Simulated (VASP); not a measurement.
# ZnHgO2 (P-4m2) in VASP: single point with PBE

Aim: the single point of ZnHgO2 with PBE.

Program: VASP 6.6.1. These are calculated values, not measurements. Logs are shortened: lines on timing, memory, paths and dates and some standing lists are left out, and cuts for length are marked.

### Step 1. The cell of the first run

It takes space group P-4m2 (No. 115, tetragonal). Conventional cell: a = 3.326 Å, b = 3.326 Å, c = 5.193 Å, α = 90.00°, β = 90.00°, γ = 90.00°. Within 2.6 Å of Zn (site symmetry -4m2) lie 4 O at 1.97 Å. Within 2.6 Å of O (site symmetry 2mm) lie 2 Zn at 1.97 Å and 2 Hg at 2.27 Å. Hg (site symmetry -4m2) has 4 O at 2.27 Å within 3.0 Å.

### Step 2. Single point, PBE, non-collinear spin, zero start, spin-orbit coupling

File INCAR:

```
SYSTEM = ZnHgO2
PREC     = Accurate       ! precision mode
ENCUT    = 520            ! plane-wave cutoff, eV
EDIFF    = 1E-6           ! SCF threshold, eV
ISMEAR   = -1             ! smearing method
SIGMA    = 0.02           ! smearing width, eV
LREAL    = .False.        ! projectors in reciprocal space
LASPH    = .True.         ! aspherical terms in the spheres
NELM     = 150            ! most SCF steps
ALGO     = Normal         ! electronic algorithm
ISIF     = 2              ! what is computed and relaxed
LWAVE    = .False.        ! write WAVECAR
LCHARG   = .False.        ! write CHGCAR
LNONCOLLINEAR= .True.         ! non-collinear magnetism
MAGMOM   = 0 0 0 0 0 0 0 0 0 0 0 0 ! initial moments
LORBIT   = 11             ! projections on sites
LSORBIT  = .True.         ! spin-orbit coupling
GGA_COMPAT= .False.      
LORBMOM  = .True.       
GGA      = PE             ! functional
NBANDS   = 50             ! bands
```

File KPOINTS:

```
regular mesh
0
Gamma
  8 8 6
  0 0 0
```

File POSCAR:

```
ZnHgO2
1.0
    3.3263897491      0.0000000000      0.0000000000
    0.0000000000      3.3263897491      0.0000000000
    0.0000000000      0.0000000000      5.1930705976
Zn O Hg
1 2 1
Direct
    0.0000000000      0.0000000000      0.0000000000
    0.0000000000      0.5000000000      0.2034319239
    0.5000000000      0.0000000000      0.7965680761
    0.5000000000      0.5000000000      0.5000000000
```

Potentials or basis: VASP PAW PBE potentials, release 64 (Zn, O, Hg).

Launch:

```
> cat potpaw_PBE.64/Zn/POTCAR potpaw_PBE.64/O/POTCAR potpaw_PBE.64/Hg/POTCAR > POTCAR
> mpirun -np 1 vasp_ncl > vasp.out
```

OUTCAR:

```text
SYSTEM = ZnHgO2
   PREC = Accurate
   ENCUT = 520
   EDIFF = 1E-6
   ISMEAR = -1
   LREAL = .False.
   LASPH = .True.
   NELM = 150
   ISIF = 2
   LNONCOLLINEAR = .True.
   LORBIT = 11
   LSORBIT = .True.
   GGA = PE

 ion  position               nearest neighbor table
   1  0.000  0.000  0.000-   2 1.97   3 1.97   2 1.97   3 1.97
   2  0.000  0.500  0.203-   1 1.97   1 1.97   4 2.27   4 2.27
   3  0.500  0.000  0.797-   1 1.97   1 1.97   4 2.27   4 2.27
   4  0.500  0.500  0.500-   2 2.27   3 2.27   3 2.27   2 2.27

  LATTYP: Found a simple tetragonal cell.
 ALAT       =     3.3263897491
 C/A-ratio  =     1.5611732206

  Lattice vectors:

 A1 = (   3.3263897491,   0.0000000000,   0.0000000000)
 A2 = (   0.0000000000,   3.3263897491,   0.0000000000)
 A3 = (   0.0000000000,   0.0000000000,   5.1930705976)

Analysis of symmetry for initial positions (statically):
=====================================================================
 Subroutine PRICEL returns:
 Original cell was already a primitive cell.

 Routine SETGRP: Setting up the symmetry group for a
 simple tetragonal supercell.

 Subroutine GETGRP returns: Found  8 space group operations
 (whereof  8 operations were pure point group operations)
 out of a pool of 16 trial point group operations.

The static configuration has the point symmetry D_2d.

Analysis of symmetry for dynamics (positions and initial velocities):
=====================================================================
 Subroutine PRICEL returns:
 Original cell was already a primitive cell.

 Routine SETGRP: Setting up the symmetry group for a
 simple tetragonal supercell.

 Subroutine GETGRP returns: Found  8 space group operations
 (whereof  8 operations were pure point group operations)
 out of a pool of 16 trial point group operations.

The dynamic configuration has the point symmetry D_2d.

Analysis of structural, dynamic, and magnetic symmetry:
=====================================================================
 Subroutine PRICEL returns:
 Original cell was already a primitive cell.

 Routine SETGRP: Setting up the symmetry group for a
 simple tetragonal supercell.

 Subroutine GETGRP returns: Found  8 space group operations
 (whereof  8 operations were pure point group operations)
 out of a pool of 16 trial point group operations.

The overall configuration has the point symmetry D_2d.

 Subroutine INISYM returns: Found  8 space group operations
 (whereof  8 operations are pure point group operations),
 and found     1 'primitive' translations

----------------------------------------------------------------------------------------

                                     Primitive cell

  volume of cell :      57.4606

  direct lattice vectors                    reciprocal lattice vectors
     3.326389749  0.000000000  0.000000000     0.300626227  0.000000000  0.000000000
     0.000000000  3.326389749  0.000000000     0.000000000  0.300626227  0.000000000
     0.000000000  0.000000000  5.193070598     0.000000000  0.000000000  0.192564299

  length of vectors
     3.326389749  3.326389749  5.193070598     0.300626227  0.300626227  0.192564299

  position of ions in fractional coordinates (direct lattice)
     0.000000000  0.000000000  0.000000000
     0.000000000  0.500000000  0.203431924
     0.500000000  0.000000000  0.796568076
     0.500000000  0.500000000  0.500000000

  ion indices of the primitive-cell ions
   primitive index   ion index
                 1           1
                 2           2
                 3           3
                 4           4

----------------------------------------------------------------------------------------

 KPOINTS: regular mesh

Automatic generation of k-mesh.
 Grid dimensions read from file:
 generate k-points for:    8    8    6

[... 110 lines left out ...]
  ext. energy  EPLUGINS =         0.00000000
  ---------------------------------------------------
  free energy    TOTEN  =       -14.50277184 eV

  energy without entropy =      -14.50259608  energy(sigma->0) =      -14.50268396

 E-fermi :   1.2506     XC(G=0): -10.6084

 val. band max:        1.2039874951   @ k =   0.1250   0.0000   0.0000
 cond. band min:       1.2807016024   @ k =   0.0000   0.0000   0.0000
 fundamental gap:      0.0767141072
 Fermi energy:         1.2506296205

 k-point     1 :       0.0000    0.0000    0.0000
  band No.  band energies     occupation
      1     -16.6279      1.00000
      2     -16.6279      1.00000
      3     -15.9560      1.00000
      4     -15.9560      1.00000
      5      -5.7420      1.00000
      6      -5.7420      1.00000
[... 1213 lines left out ...]
     47      11.7164      0.00000
     48      11.7164      0.00000

 [... further k-points ...]

 [bands above 48 left out]

------------------------ aborting loop because EDIFF is reached ----------------------------------------

  FORCE on cell =-STRESS in cart. coord.  units (eV):
  Direction    XX          YY          ZZ          XY          YZ          ZX
  --------------------------------------------------------------------------------------
  -------------------------------------------------------------------------------------
  Total        1.9805397      1.9805397      2.1113735      0.0000000      0.0000000      0.0000000
  in kB       55.2234628     55.2234628     58.8715061      0.0000000      0.0000000      0.0000000
  external PRESSURE =      56.4394772 kB  Pullay stress =       0.0000000 kB

 VOLUME and BASIS-vectors are now :
 -----------------------------------------------------------------------------
  energy-cutoff  :      520.00
  volume of cell :       57.46
      direct lattice vectors                 reciprocal lattice vectors
     3.326389749  0.000000000  0.000000000     0.300626227  0.000000000  0.000000000
     0.000000000  3.326389749  0.000000000     0.000000000  0.300626227  0.000000000
     0.000000000  0.000000000  5.193070598     0.000000000  0.000000000  0.192564299

 POSITION                                       TOTAL-FORCE (eV/Angst)
 -----------------------------------------------------------------------------------
      0.00000      0.00000      0.00000        -0.000000     -0.000000      0.000000
      0.00000      1.66319      1.05644         0.000000     -0.000000      0.024459
      1.66319      0.00000      4.13663         0.000000      0.000000     -0.024459
      1.66319      1.66319      2.59654         0.000000     -0.000000      0.000000
 -----------------------------------------------------------------------------------
    total drift:                                0.000000      0.000000      0.000000

  FREE ENERGIE OF THE ION-ELECTRON SYSTEM (eV)
  ---------------------------------------------------
  free  energy   TOTEN  =       -14.5027718353 eV

  energy  without entropy=      -14.5025960795  energy(sigma->0) =      -14.50268396

 orbital moment (x)

 # of ion     p       d       tot
 ----------------------------------------
  1         0.000  -0.000  -0.000
  2         0.000   0.000   0.000
  3         0.000   0.000   0.000
  4         0.000   0.000   0.000
 ----------------------------------------
            0.000   0.000   0.000

 orbital moment (y)

 # of ion     p       d       tot
 ----------------------------------------
  1         0.000   0.000   0.000
  2         0.000   0.000   0.000
  3        -0.000   0.000  -0.000
  4        -0.000   0.000   0.000
 ----------------------------------------
            0.000   0.000   0.000

 orbital moment (z)

 # of ion     p       d       tot
 ----------------------------------------
  1         0.000   0.000   0.000
  2         0.000   0.000   0.000
  3         0.000   0.000   0.000
  4         0.000   0.000   0.000
 ----------------------------------------
            0.000   0.000   0.000

 Spin-Orbit-Coupling matrix elements

 Ion:    1  E_soc:     -0.0078096
 l=   1
     0.0000000    -0.0003322    -0.0003345
    -0.0003322     0.0000000    -0.0003322
    -0.0003345    -0.0003322     0.0000000
 l=   2
     0.0000000    -0.0001835     0.0000000    -0.0001835    -0.0007622
    -0.0001835     0.0000000    -0.0005655    -0.0002315    -0.0002071
     0.0000000    -0.0005655     0.0000000    -0.0005655     0.0000000
    -0.0001835    -0.0002315    -0.0005655     0.0000000    -0.0002071
    -0.0007622    -0.0002071     0.0000000    -0.0002071     0.0000000
 l=   3
     0.0000000     0.0000000     0.0000000     0.0000000     0.0000000     0.0000000     0.0000000
     0.0000000     0.0000000     0.0000000     0.0000000     0.0000000     0.0000000     0.0000000
     0.0000000     0.0000000     0.0000000     0.0000000     0.0000000     0.0000000     0.0000000
     0.0000000     0.0000000     0.0000000     0.0000000     0.0000000     0.0000000     0.0000000
[... 49 lines left out ...]
 l=   2
     0.0000000    -0.0128013     0.0000000    -0.0128013    -0.0517918
    -0.0128013     0.0000000    -0.0392064    -0.0141450    -0.0138834
     0.0000000    -0.0392064     0.0000000    -0.0392064     0.0000000
    -0.0128013    -0.0141450    -0.0392064     0.0000000    -0.0138834
    -0.0517918    -0.0138834     0.0000000    -0.0138834     0.0000000
 l=   3
     0.0000000     0.0000000     0.0000000     0.0000000     0.0000000     0.0000000     0.0000000
     0.0000000     0.0000000     0.0000000     0.0000000     0.0000000     0.0000000     0.0000000
     0.0000000     0.0000000     0.0000000     0.0000000     0.0000000     0.0000000     0.0000000
     0.0000000     0.0000000     0.0000000     0.0000000     0.0000000     0.0000000     0.0000000
     0.0000000     0.0000000     0.0000000     0.0000000     0.0000000     0.0000000     0.0000000
     0.0000000     0.0000000     0.0000000     0.0000000     0.0000000     0.0000000     0.0000000
     0.0000000     0.0000000     0.0000000     0.0000000     0.0000000     0.0000000     0.0000000

 total charge

# of ion       s       p       d       tot
------------------------------------------
    1        0.459   0.482   9.893  10.835
    2        1.567   3.370   0.000   4.938
    3        1.567   3.370   0.000   4.938
    4        0.588   0.356   9.482  10.425
--------------------------------------------------
tot          4.182   7.578  19.375  31.135

 magnetization (x)

# of ion       s       p       d       tot
------------------------------------------
    1        0.000   0.000   0.000   0.000
    2        0.000   0.000   0.000   0.000
    3        0.000   0.000   0.000   0.000
    4        0.000   0.000   0.000   0.000
--------------------------------------------------
tot          0.000   0.000   0.000   0.000

 magnetization (y)

# of ion       s       p       d       tot
------------------------------------------
    1       -0.000   0.000   0.000  -0.000
    2        0.000   0.000   0.000   0.000
    3       -0.000   0.000   0.000  -0.000
    4        0.000   0.000  -0.000  -0.000
--------------------------------------------------
tot          0.000   0.000  -0.000  -0.000

 magnetization (z)

# of ion       s       p       d       tot
------------------------------------------
    1        0.000  -0.000   0.000  -0.000
    2        0.000  -0.000   0.000  -0.000
    3        0.000  -0.000   0.000  -0.000
    4       -0.000  -0.000   0.000  -0.000
--------------------------------------------------
tot          0.000  -0.000   0.000  -0.000
```

It took 9.2 min on 1 thread of Intel Xeon Platinum 8488C (Sapphire Rapids), shared host; peak memory 0.53 GiB.

Results:

- Free energy: -14.5028 eV
- Pressure: 5.6 GPa
- Largest force: 0.024 eV/Å
- Net moment: 0.00 μB per cell
- Valence electrons inside the program's atomic spheres: Zn 10.84; O 4.94; Hg 10.43

Forces in eV/Å, atoms in the order of the input:
```
Zn   0.000  0.000  0.000
O    0.000  0.000  0.024
O    0.000  0.000 -0.024
Hg   0.000  0.000  0.000
```

Moments on the atoms (μB; x, y, z):
```
Zn  0.00 0.00 0.00
O   0.00 0.00 0.00
O   0.00 0.00 0.00
Hg  0.00 0.00 0.00
```
